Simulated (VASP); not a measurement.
**Ta2N: relaxation of cell and atoms with PBE**

Crystal: Ta2N.

```
CELL_PARAMETERS angstrom
4.34944 0.00000 0.00000
0.00000 5.30846 0.00000
0.00000 0.00000 3.31390
ATOMIC_POSITIONS crystal
Ta 0.20040 0.37870 0.00000
Ta 0.79960 0.62130 0.00000
Ta 0.70040 0.12130 0.50000
Ta 0.29960 0.87870 0.50000
N 0.00000 0.00000 0.00000
N 0.50000 0.50000 0.50000
```

```yaml
Program: VASP 6.6.1
Task: relaxation of cell and atoms
Functional: PBE
Potentials_or_basis: VASP PAW PBE potentials, release 64 (Ta_pv, N)
Cutoff: 600 eV
k_mesh: 4 × 4 × 6
Occupations: gaussian, width 0.1 eV
Spin: no spin polarisation
Dipole_correction: no
Further_INCAR_settings: ALGO = Normal; EDIFF = 1e-06; IBRION = 2; EDIFFG = -0.04; NSW = 90; ISIF = 3
```

| Quantity | Value |
| --- | --- |
| Relaxed volume | 13.46 Å³/atom |
| Relaxed cell | a = 4.980 Å, b = 5.434 Å, c = 2.985 Å, α = 90.00°, β = 90.00°, γ = 90.00° |
| Space group after relaxing (to 0.05 Å) | Pnnm (No. 58) |
| Energy gained by relaxing | 1072.5 meV/atom |
| Ionic steps | 18 |
| Pressure after relaxing | -0.1 GPa |
| Largest force after relaxing | 0.019 eV/Å |
| Band gap on the k mesh | zero (band 27 reaches 8.95 eV, above the bottom of band 28 at 6.18 eV) |

Forces in eV/Å, atoms in the order of the input:
```
Ta   0.011 -0.016  0.000
Ta  -0.011  0.016  0.000
Ta   0.011  0.016  0.000
Ta  -0.011 -0.016  0.000
N    0.000  0.000  0.000
N    0.000  0.000  0.000
```

Stress tensor (GPa, compression positive):
```
-0.25  0.00  0.00
 0.00 -0.15  0.00
 0.00  0.00  0.21
```

Step by step:
```tsv
step	energy change (eV)	largest force (eV/Å)	pressure (GPa)	volume (Å³)
1	0.0000	10.6429	31.75	76.51
2	-2.2100	0.4450	-36.48	105.56
3	-5.5914	0.5928	-20.49	89.12
4	-5.6734	0.6293	-18.40	88.08
5	-5.7239	0.8500	-13.42	86.00
6	-5.7280	0.7857	-14.44	86.39
7	-5.7476	1.1678	30.09	74.40
8	-6.2436	0.8053	4.16	80.09
9	-6.3841	0.3178	-1.41	81.34
10	-6.3896	0.3239	-3.76	81.95
11	-6.3910	0.3143	-3.02	81.75
12	-6.4131	0.2393	3.70	79.75
13	-6.4166	0.2885	1.87	80.26
14	-6.4315	0.0685	1.25	80.39
15	-6.4321	0.0312	1.31	80.37
16	-6.4310	0.0478	-2.09	81.35
17	-6.4344	0.0371	-0.23	80.81
18	-6.4353	0.0191	-0.06	80.77
```

Final structure:
```
Ta N
1.0
     4.97992    0.00000    0.00000
     0.00000    5.43416    0.00000
     0.00000    0.00000    2.98458
Ta N
4 2
Cartesian
  1.1749 1.8105 0.0000
  3.8050 3.6237 0.0000
  3.6649 0.9066 1.4923
  1.3150 4.5275 1.4923
  0.0000 0.0000 0.0000
  2.4900 2.7171 1.4923
```

Levels at points of the mesh, in eV from the Fermi level:
```
           k point  band 25  band 26  band 27  band 28  band 29  band 30
(0.00, 0.00, 0.00)    -0.74    -0.74    -0.44    -0.02     0.39     0.42
(0.50, 0.00, 0.00)    -1.27    -1.27     0.10     0.10     0.57     0.57
(0.00, 0.50, 0.00)    -1.32    -1.32     0.68     0.68     0.98     0.98
(0.50, 0.50, 0.00)    -1.68    -1.68    -0.50    -0.50     0.96     0.96
(0.00, 0.00, 0.50)    -2.02    -2.02     1.18     1.18     2.23     2.23
(0.50, 0.00, 0.50)    -2.19    -2.19    -0.76    -0.76     0.29     0.29
(0.00, 0.50, 0.50)    -2.17    -2.17     1.60     1.60     3.38     3.38
(0.50, 0.50, 0.50)    -0.98    -0.98     0.20     0.20     1.58     1.58
```

Run time: 38 min on 1 thread of AMD EPYC 7R13 (shared host), peak memory 0.24 GiB.

Caveat: the k points lie up to 0.35 Å⁻¹ apart in the final cell; spin-orbit coupling is left out, which moves the levels of the heavy elements.
